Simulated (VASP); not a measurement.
Input of a VASP 6.6.1 run:

File POSCAR:

```
MgO
1.0
    0.0000000000      2.1636000000      2.1636000000
    2.1636000000      0.0000000000      2.1636000000
    2.1636000000      2.1636000000      0.0000000000
Mg O
1 1
Direct
    0.0000000000      0.0000000000      0.0000000000
    0.5000000000      0.5000000000      0.5000000000
```

File INCAR.step1:

```
SYSTEM = MgO
PREC = Accurate
ENCUT = 750
ISMEAR = 0
SIGMA = 0.02
LREAL = .FALSE.
LASPH = .TRUE.
NELM = 120
NBANDS = 15
GGA = PE
ALGO = Normal
EDIFF = 1E-5
LWAVE = .TRUE.
LCHARG = .FALSE.
GGA_COMPAT = .FALSE.
```

File INCAR.step2:

```
SYSTEM = MgO
PREC = Accurate
ENCUT = 750
EDIFF = 1E-6
ISMEAR = 0
SIGMA = 0.02
LREAL = .FALSE.
LASPH = .TRUE.
NELM = 120
ALGO = Normal
ISIF = 2
LWAVE = .FALSE.
LCHARG = .FALSE.
METAGGA = R2SCAN
LMIXTAU = .TRUE.
NBANDS = 15
ISTART = 1
GGA_COMPAT = .FALSE.
```

Contents of KPOINTS:

```
Automatic mesh
0
G
  8 8 8
  0 0 0
```

Potentials or basis: VASP PAW PBE potentials, release 64 (Mg_sv, O).

Run with:

```console
$ cat potpaw_PBE.64/Mg_sv/POTCAR potpaw_PBE.64/O/POTCAR > POTCAR
$ cp INCAR.step1 INCAR
$ mpirun -np 1 vasp_std > vasp.out
$ cp INCAR.step2 INCAR
$ mpirun -np 1 vasp_std > vasp.out
```

Task: What does it give for the pressure?

Result: -12.4 GPa.

Task: Estimate the band gap on the k mesh.

Result: 4.88 eV.

Caveat: the cell stands under tension; the PAW data sets were made with another functional, which shifts forces and pressure a little. r2SCAN opens gaps a little over a GGA but as a rule still falls short of measured ones.
